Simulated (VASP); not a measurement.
Input of a VASP 6.6.1 run:

Contents of INCAR:

```
SYSTEM = ZnS
PREC = Accurate ; ENCUT = 520
EDIFF = 1E-8 ; ISMEAR = -1
SIGMA = 0.01 ; LREAL = .FALSE.
LASPH = .TRUE. ; NELM = 60
ALGO = Normal ; ISIF = 2
LWAVE = .FALSE. ; LCHARG = .FALSE.
GGA = PS ; LEFG = .TRUE.
NBANDS = 16
```

KPOINTS

```
Automatic mesh
0
G
  8 8 8
  0 0 0
```

POSCAR

```
ZnS
1.0
    0.0000000000      2.7046500000      2.7046500000
    2.7046500000      0.0000000000      2.7046500000
    2.7046500000      2.7046500000      0.0000000000
Zn S
1 1
Direct
    0.0000000000      0.0000000000      0.0000000000
    0.7500000000      0.7500000000      0.7500000000
```

Potentials or basis: VASP PAW PBE potentials, release 64 (Zn, S).

Command:

```sh
$ cat potpaw_PBE.64/Zn/POTCAR potpaw_PBE.64/S/POTCAR > POTCAR
$ mpirun -np 1 vasp_std > vasp.out
```

Task: Estimate the pressure.

Result: -2.0 GPa.

Task: Predict the band gap on the k mesh.

Result: 1.97 eV, direct.

Caveat: without QUAD_EFG the Cq values of the log hold for a quadrupole moment of 1 mb, not for the nuclei; the PAW data sets were made with another functional, which shifts forces and pressure a little.

**What was measured.**

From “Electronic, vibrational, and thermodynamic properties of ZnS (zincblende and rocksalt structure)”, 2009, arxiv:0911.5022, for a bulk crystal of ZnS at 19 K: band gap 3.85 eV (direct).

Measured gap of ZnS: 3.85 eV (direct; 19 K; quoted in “Electronic, vibrational, and thermodynamic properties of ZnS (zincblende and rocksalt structure)”, 2009, arxiv:0911.5022). This calculation gives 1.97 eV (-1.88 eV). The value is that of PBEsol, without temperature or zero-point motion. Semilocal functionals fall short of measured gaps as a rule.
